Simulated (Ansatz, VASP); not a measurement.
Sn: VASP beside Ansatz

File INCAR:

```
ALGO = Normal ; EDIFF = 1E-6
ENCUT = 520 ; GGA = CA
ISIF = 2 ; ISMEAR = -1
LASPH = T ; LCHARG = T
LELF = T ; LREAL = F
LVHAR = T ; LWAVE = F
NBANDS = 13 ; NELM = 80
PREC = Accurate ; SIGMA = 0.05
```

The input KPOINTS:

```
k-points
0
Gamma
  6 6 6
```

The input POSCAR:

```
Sn
1.0
   -2.0291894110      2.0291894110      1.6607599896
    2.0291894110     -2.0291894110      1.6607599896
    2.0291894110      2.0291894110     -1.6607599896
Sn
1
Direct
    0.0000000000      0.0000000000      0.0000000000
```

Contents of input.yaml:

```yaml
crystal:
  lattice:
    - [-2.029189411, 2.029189411, 1.6607599896]
    - [2.029189411, -2.029189411, 1.6607599896]
    - [2.029189411, 2.029189411, -1.6607599896]
  atoms:
    - { symbol: Sn, position: [0.0, 0.0, 0.0] }
hamiltonian:
  xc: lda
  pseudopotentials: { kind: paw }
kpoints:
  mp_grid: { grid: [6, 6, 6] }
  band_path:
    path:
      - [[0.0, 0.0, 0.0], [0.0, 0.0, 0.5], [-0.5, 0.5, 0.5], [0.0, 0.0, 0.0], [0.4174590337, 0.4174590337, -0.4174590337], [0.25, 0.25, 0.25], [0.0, 0.5, 0.0], [-0.4174590337, 0.5825409663, 0.4174590337], [-0.5, 0.5, 0.5]]
      - [[0.0, 0.0, 0.5], [0.25, 0.25, 0.25]]
    npoints: 14
scf:
  occupations: { method: fermi_dirac, width: 0.05 }
  n_extra_bands: 6
output:
  forces: true
  stress: true
  eigenvalues: true
  fatbands: true
```

Alike in both runs: functional LDA; k mesh 6 × 6 × 6; occupations fermi-dirac, width 0.05 eV; no spin polarisation.

|  | VASP | Ansatz |
| --- | --- | --- |
| version | VASP 6.6.1 | Ansatz 0.2.0 |
| potentials or method | VASP PAW LDA potentials, release 64 (Sn_d) | Ansatz PAW |
| plane-wave cutoff (eV) | 520 | 420 |
| valence electrons in the cell | 14 | 14 |
| task | single point | band structure |

VASP gave:

```
gap on the k mesh at the Fermi level (eV)                     : none
pressure (GPa)                                                : -2.7
traceless stress, the component that is largest in VASP (GPa) : -1.05
```

What did Ansatz give for the same quantities?

gap on the k mesh at the Fermi level (eV): none; pressure (GPa): -2.6; traceless stress, the component that is largest in VASP (GPa): -1.14.

LDA's correlation is that of Perdew and Zunger in VASP and of Perdew and Wang (1992) in Ansatz. A gap of «none» marks a metal or a gap that the smearing closes.

The k mesh is coarse, so the values compare programs but aren't converged.
